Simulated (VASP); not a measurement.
# HfN (P6_3/mmc) in VASP: further runs, part 2 of 3

VASP 6.6.1. Earlier steps stand in the parts before.

## Step 4: Single point, BLYP+D3(BJ)

This run uses another cell than the first one, of 11.58 Å³/atom, 1.038 times its volume.

File INCAR:

```
  AGGAC = 1.0
  AGGAX = 1.0
  ALDAC = 0.0
  ALDAX = 1.0
  ALGO = Normal
  EDIFF = 1E-6
  ENCUT = 520
  GGA = B5
  ISIF = 2
  ISMEAR = 1
  IVDW = 12
  LASPH = T
  LCHARG = F
  LREAL = F
  LWAVE = F
  NBANDS = 23
  NELM = 100
  PREC = Accurate
  SIGMA = 0.1
  VDW_A1 = 0.4298
  VDW_A2 = 4.2359
  VDW_S6 = 1.0
  VDW_S8 = 2.6996
```

File KPOINTS:

```
k-points
0
Gamma
  8 8 4
```

File POSCAR:

```
HfN
1.0
    3.1330262107      0.0000000000      0.0000000000
   -1.5665131054      2.7132802892      0.0000000000
    0.0000000000      0.0000000000      5.4509452897
Hf N
2 2
Direct
    0.6666666667      0.3333333333      0.7500000000
    0.3333333333      0.6666666667      0.2500000000
    0.0000000000      0.0000000000      0.0000000000
    0.0000000000      0.0000000000      0.5000000000
```

Potentials or basis: VASP PAW PBE potentials, release 64 (Hf_pv, N).

Launch:

```
$ cat potpaw_PBE.64/Hf_pv/POTCAR potpaw_PBE.64/N/POTCAR > POTCAR
$ mpirun -np 1 vasp_std > vasp.out
```

OUTCAR:

```text
EDIFF = 1E-6
   ENCUT = 520
   GGA = B5
   ISIF = 2
   ISMEAR = 1
   IVDW = 12
   LASPH = T
   LREAL = F
   NELM = 100
   PREC = Accurate
 IVDW          = 12

 ion  position               nearest neighbor table
   1  0.667  0.333  0.750-   3 2.26   4 2.26   3 2.26   4 2.26   3 2.26   4 2.26   2 3.27   2 3.27
                             2 3.27   2 3.27   2 3.27   2 3.27
   2  0.333  0.667  0.250-   3 2.26   4 2.26   3 2.26   4 2.26   3 2.26   4 2.26   1 3.27   1 3.27
                             1 3.27   1 3.27   1 3.27   1 3.27
   3  0.000  0.000  0.000-   1 2.26   2 2.26   1 2.26   2 2.26   1 2.26   2 2.26
   4  0.000  0.000  0.500-   1 2.26   2 2.26   1 2.26   2 2.26   1 2.26   2 2.26

  LATTYP: Found a hexagonal cell.
 ALAT       =     3.1330262107
 C/A-ratio  =     1.7398339251

  Lattice vectors:

 A1 = (   3.1330262107,   0.0000000000,   0.0000000000)
 A2 = (  -1.5665131054,   2.7132802892,   0.0000000000)
 A3 = (   0.0000000000,   0.0000000000,   5.4509452897)

Analysis of symmetry for initial positions (statically):
=====================================================================
 Subroutine PRICEL returns:
[... 178 lines left out ...]
 E-fermi :   8.2485     XC(G=0): -12.0476

 val. band max:        8.2423961538   @ k =   0.3750   0.1250   0.5000
 cond. band min:       8.2598316442   @ k =   0.1250  -0.0000   0.2500
 fundamental gap:      0.0174354904
 Fermi energy:         8.2485280875

 k-point     1 :       0.0000    0.0000    0.0000
  band No.  band energies     occupation
      1     -23.3101      2.00000
      2     -22.4869      2.00000
      3     -22.3776      2.00000
      4     -22.3776      2.00000
      5     -22.3212      2.00000
      6     -22.3212      2.00000
[... 613 lines left out ...]
     22      13.7063      0.00000
     23      15.4117      0.00000

 [... further k-points ...]

------------------------ aborting loop because EDIFF is reached ----------------------------------------

 Edisp (eV)   -3.60104

 E8    (eV) :    -2.7316

  FORCE on cell =-STRESS in cart. coord.  units (eV):
  Direction    XX          YY          ZZ          XY          YZ          ZX
  --------------------------------------------------------------------------------------
  -------------------------------------------------------------------------------------
  Total      -0.36698    -0.36698    -0.42663     0.00000     0.00000     0.00000
  in kB     -12.68894   -12.68894   -14.75137     0.00000     0.00000     0.00000
  external pressure =      -13.38 kB  Pullay stress =        0.00 kB

 VOLUME and BASIS-vectors are now :
 -----------------------------------------------------------------------------
  energy-cutoff  :      520.00
  volume of cell :       46.34
      direct lattice vectors                 reciprocal lattice vectors
     3.133026211  0.000000000  0.000000000     0.319180222  0.184278787  0.000000000
    -1.566513105  2.713280289  0.000000000     0.000000000  0.368557574  0.000000000
     0.000000000  0.000000000  5.450945290     0.000000000  0.000000000  0.183454419

 POSITION                                       TOTAL-FORCE (eV/Angst)
 -----------------------------------------------------------------------------------
      1.56651      0.90443      4.08821        -0.000000     -0.000000      0.000000
     -0.00000      1.80885      1.36274         0.000000      0.000000      0.000000
      0.00000      0.00000      0.00000        -0.000000      0.000000      0.000000
      0.00000      0.00000      2.72547        -0.000000      0.000000      0.000000
 -----------------------------------------------------------------------------------
    total drift:                               -0.000000      0.000000     -0.000000

  FREE ENERGIE OF THE ION-ELECTRON SYSTEM (eV)
  ---------------------------------------------------
  free  energy   TOTEN  =       -43.4317749598 eV

  energy  without entropy=      -43.4257859407  energy(sigma->0) =      -43.42977862
```

OSZICAR:

```text
N       E                     dE             d eps       ncg     rms          rms(c)
DAV:   1     0.116052305299E+03    0.11605E+03   -0.16696E+04  1380   0.131E+03
DAV:   2    -0.411168711092E+02   -0.15717E+03   -0.15011E+03  1864   0.313E+02
DAV:   3    -0.471621516127E+02   -0.60453E+01   -0.59630E+01  1810   0.489E+01
DAV:   4    -0.472104426449E+02   -0.48291E-01   -0.48262E-01  1603   0.485E+00
DAV:   5    -0.472110566042E+02   -0.61396E-03   -0.61387E-03  1860   0.449E-01    0.699E+01
DAV:   6    -0.399798985998E+02    0.72312E+01   -0.34030E+01  1647   0.301E+01    0.549E+01
DAV:   7    -0.398640589391E+02    0.11584E+00   -0.22390E+00  1605   0.907E+00    0.292E+01
DAV:   8    -0.398455887834E+02    0.18470E-01   -0.16630E-01  1740   0.304E+00    0.704E+00
DAV:   9    -0.398321426008E+02    0.13446E-01   -0.75008E-02  1605   0.149E+00    0.350E+00
DAV:  10    -0.398306962862E+02    0.14463E-02   -0.73535E-03  1675   0.542E-01    0.347E-01
DAV:  11    -0.398307300396E+02   -0.33753E-04   -0.35654E-04  1667   0.143E-01    0.457E-02
DAV:  12    -0.398307304574E+02   -0.41782E-06   -0.22330E-05  1719   0.334E-02    0.106E-02
DAV:  13    -0.398307305437E+02   -0.86281E-07   -0.14547E-06  1356   0.833E-03
   1 F= -.43431775E+02 E0= -.43429779E+02  d E =-.598902E-02
```

It took 24 s on 1 thread of AMD EPYC 9R45 (Zen 5), shared host; peak memory 0.16 GiB.

What came out:

* Free energy: -43.4318 eV
* Pressure: -1.3 GPa
* Band gap on the k mesh: zero (band 15 reaches 10.15 eV, above the bottom of band 16 at 7.97 eV)
* Dispersion energy per atom: -0.900 eV

Caveat: the PAW data sets were made with another functional, which shifts forces and pressure a little; spin-orbit coupling is left out, which moves the levels of the heavy elements; pairwise dispersion overbinds metals, which lowers pressure and volume.

## Step 5: Relaxation of cell and atoms, PBEsol

This run uses another cell than the first one, of 11.52 Å³/atom, 1.032 times its volume.

File INCAR:

```
SYSTEM = HfN
PREC = Accurate
ENCUT = 600
EDIFF = 1E-6
ISMEAR = 1
SIGMA = 0.1
LREAL = .FALSE.
LASPH = .TRUE.
NELM = 100
ALGO = Normal
ISIF = 3
LWAVE = .FALSE.
LCHARG = .FALSE.
GGA = PS
IBRION = 2
NSW = 80
EDIFFG = -0.01
```

File KPOINTS:

```
Automatic mesh
0
G
  8 8 4
  0 0 0
```

File POSCAR:

```
HfN
1.0
    3.1339100000      0.0000000000      0.0000000000
   -1.5669550000      2.7140456732      0.0000000000
    0.0000000000      0.0000000000      5.4167700000
Hf N
2 2
Direct
    0.6666666667      0.3333333333      0.7500000000
    0.3333333333      0.6666666667      0.2500000000
    0.0000000000      0.0000000000      0.0000000000
    0.0000000000      0.0000000000      0.5000000000
```

Potentials or basis: VASP PAW PBE potentials, release 64 (Hf_pv, N).

Launch:

```
$ cat potpaw_PBE.64/Hf_pv/POTCAR potpaw_PBE.64/N/POTCAR > POTCAR
$ mpirun -np 1 vasp_std > vasp.out
```

OUTCAR:

```text
SYSTEM = HfN
   PREC = Accurate
   ENCUT = 600
   EDIFF = 1E-6
   ISMEAR = 1
   LREAL = .FALSE.
   LASPH = .TRUE.
   NELM = 100
   ISIF = 3
   GGA = PS
   IBRION = 2
   NSW = 80
   EDIFFG = -0.01

 ion  position               nearest neighbor table
   1  0.667  0.333  0.750-   3 2.26   4 2.26   3 2.26   4 2.26   3 2.26   4 2.26   2 3.26   2 3.26
                             2 3.26   2 3.26   2 3.26   2 3.26
   2  0.333  0.667  0.250-   3 2.26   4 2.26   3 2.26   4 2.26   3 2.26   4 2.26   1 3.26   1 3.26
                             1 3.26   1 3.26   1 3.26   1 3.26
   3  0.000  0.000  0.000-   1 2.26   2 2.26   1 2.26   2 2.26   1 2.26   2 2.26
   4  0.000  0.000  0.500-   1 2.26   2 2.26   1 2.26   2 2.26   1 2.26   2 2.26

  LATTYP: Found a hexagonal cell.
 ALAT       =     3.1339100000
 C/A-ratio  =     1.7284382768

  Lattice vectors:

 A1 = (   3.1339100000,   0.0000000000,   0.0000000000)
 A2 = (  -1.5669550000,   2.7140456732,   0.0000000000)
 A3 = (   0.0000000000,   0.0000000000,   5.4167700000)

Analysis of symmetry for initial positions (statically):
=====================================================================
 Subroutine PRICEL returns:
 Original cell was already a primitive cell.

 Routine SETGRP: Setting up the symmetry group for a
 hexagonal supercell.

 Subroutine GETGRP returns: Found 24 space group operations
 (whereof 12 operations were pure point group operations)
 out of a pool of 24 trial point group operations.

The static configuration has the point symmetry D_3d.
 The point group associated with its full space group is D_6h.

Analysis of symmetry for dynamics (positions and initial velocities):
=====================================================================
 Subroutine PRICEL returns:
 Original cell was already a primitive cell.
[... 133 lines left out ...]
     AMIX_MAG =   1.60;   BMIX_MAG =  1.00
  volume/ion in A,a.u.               =      11.52        77.73
  Fermi-wavevector in a.u.,A,eV,Ry     =   1.418950  2.681428 27.394247  2.013420
  Thomas-Fermi vector in A             =   2.540022
   LORBIT       =      0    0 simple, 1 ext, 2 COOP (PROOUT), +10 PAW based schemes
   GGA     = PS    functional components
   LHFCALC =     F    Hartree Fock is set to
   AEXX    =    0.0000 exact exchange contribution
   IVDW    =     0    specifies the selected vdW correction
   LEPSILON=     F    determine dielectric tensor
   LRPA    =     F    only Hartree local field effects (RPA)
 conjugate gradient relaxation of ions
 non-spin polarized calculation
 Methfessel and Paxton  Order N= 1 SIGMA  =   0.10
  energy-cutoff  :      600.00
  volume of cell :       46.07
 maximum number of plane-waves:      1581
 NGX is ok and might be reduce to    28
   NGX = 13   NGY = 13   NGZ = 21

--------------------------------------- Ionic step        1  -------------------------------------------

 number of electron      29.9999998 magnetization

 Free energy of the ion-electron system (eV)
  ---------------------------------------------------
  ext. energy  EPLUGINS =         0.00000000
  ---------------------------------------------------
  free energy    TOTEN  =       -45.83133370 eV

  energy without entropy =      -45.82584088  energy(sigma->0) =      -45.82950276

------------------------ aborting loop because EDIFF is reached ----------------------------------------

  FORCE on cell =-STRESS in cart. coord.  units (eV):
  Direction    XX          YY          ZZ          XY          YZ          ZX
  --------------------------------------------------------------------------------------
  -------------------------------------------------------------------------------------
  Total       -1.1812112     -1.1812112     -1.3077749      0.0000000      0.0000000      0.0000000
  in kB      -41.0765595    -41.0765595    -45.4778058      0.0000000      0.0000000      0.0000000
  external PRESSURE =     -42.5436416 kB  Pullay stress =       0.0000000 kB
[... 63 lines left out ...]
--------------------------------------- Ionic step        3  -------------------------------------------

 number of electron      29.9999997 magnetization

 Free energy of the ion-electron system (eV)
  ---------------------------------------------------
  ext. energy  EPLUGINS =         0.00000000
  ---------------------------------------------------
  free energy    TOTEN  =       -45.84091268 eV

  energy without entropy =      -45.83503009  energy(sigma->0) =      -45.83895181

 E-fermi :   7.7235     XC(G=0): -12.9844

 val. band max:        7.7040017248   @ k =   0.3750   0.1250   0.5000
 cond. band min:       7.7308369518   @ k =   0.1250  -0.0000   0.0000
 fundamental gap:      0.0268352270
 Fermi energy:         7.7234989450

 k-point     1 :       0.0000    0.0000    0.0000
  band No.  band energies     occupation
      1     -23.7400      2.00000
      2     -22.8154      2.00000
      3     -22.7163      2.00000
      4     -22.7163      2.00000
      5     -22.6517      2.00000
      6     -22.6517      2.00000
[... 505 lines left out ...]
      6     -22.8480      2.00000
[... 11 lines left out ...]
     18      12.0532      0.00000
     19      12.3371      0.00000

 [... further k-points ...]
[... 5 lines left out ...]
  --------------------------------------------------------------------------------------
  -------------------------------------------------------------------------------------
  Total        0.0070236      0.0070236     -0.0382614      0.0000000      0.0000000     -0.0000000
  in kB        0.2480189      0.2480189     -1.3510880      0.0000000      0.0000000     -0.0000000
  external PRESSURE =      -0.2850167 kB  Pullay stress =       0.0000000 kB
[... 19 lines left out ...]
  FREE ENERGIE OF THE ION-ELECTRON SYSTEM (eV)
  ---------------------------------------------------
  free  energy   TOTEN  =       -45.8409126750 eV

  energy  without entropy=      -45.8350300909  energy(sigma->0) =      -45.83895181

 reached required accuracy - stopping structural energy minimisation
```

OSZICAR:

```text
N       E                     dE             d eps       ncg     rms          rms(c)
DAV:   1     0.127567570281E+03    0.12757E+03   -0.18706E+04  1140   0.176E+03
DAV:   2    -0.443311109410E+02   -0.17190E+03   -0.16704E+03  1513   0.380E+02
DAV:   3    -0.513357375174E+02   -0.70046E+01   -0.69265E+01  1405   0.620E+01
DAV:   4    -0.514337624460E+02   -0.98025E-01   -0.97282E-01  1544   0.731E+00
[... 26 lines left out ...]
DAV:   5    -0.458411438292E+02   -0.44218E-04   -0.20620E-03  1370   0.250E-01    0.164E-01
DAV:   6    -0.458409938640E+02    0.14997E-03   -0.22523E-04  1294   0.893E-02    0.202E-01
DAV:   7    -0.458409112753E+02    0.82589E-04   -0.48775E-04  1314   0.123E-01    0.276E-02
DAV:   8    -0.458409124877E+02   -0.12124E-05   -0.13378E-05  1332   0.307E-02    0.205E-02
DAV:   9    -0.458409126750E+02   -0.18735E-06   -0.56592E-06  1332   0.139E-02
   3 F= -.45840913E+02 E0= -.45838952E+02  d E =-.957898E-02
```

Run time: 42 s. Hardware: 1 thread of AMD EPYC 9R45 (Zen 5), shared host; peak memory 0.17 GiB.

What came out:

| Item | Value |
| --- | --- |
| Free energy | -45.8409 eV |
| Relaxed volume | 11.34 Å³/atom |
| Relaxed cell | a = 3.118 Å, b = 3.118 Å, c = 5.387 Å, α = 90.00°, β = 90.00°, γ = 120.00° |
| Space group after relaxing (to 0.05 Å) | P6_3/mmc (No. 194) |
| Energy gained by relaxing | 2.4 meV/atom |
| Ionic steps | 3 |
| Pressure after relaxing | 0.0 GPa |
| Band gap on the k mesh | zero (band 15 reaches 9.80 eV, above the bottom of band 16 at 7.44 eV) |

The path:
| step | energy change (eV) | largest force (eV/Å) | pressure (GPa) | volume (Å³) |
| --- | --- | --- | --- | --- |
| 1 | 0.0000 | 0.0000 | -4.25 | 46.07 |
| 2 | 0.0254 | 0.0000 | 8.81 | 44.06 |
| 3 | -0.0096 | 0.0000 | -0.03 | 45.37 |

Final structure:
```xyz
4
Lattice="3.1185 0.0000 0.0000 -1.5592 2.7007 0.0000 0.0000 0.0000 5.3873" Properties=species:S:1:pos:R:3 pbc="T T T"
Hf    1.5592    0.9002    4.0404
Hf    0.0000    1.8005    1.3468
N     0.0000    0.0000    0.0000
N     0.0000    0.0000    2.6936
```

Caveat: the PAW data sets were made with another functional, which shifts forces and pressure a little; spin-orbit coupling is left out, which moves the levels of the heavy elements.

(Continued in part 3 of 3.)
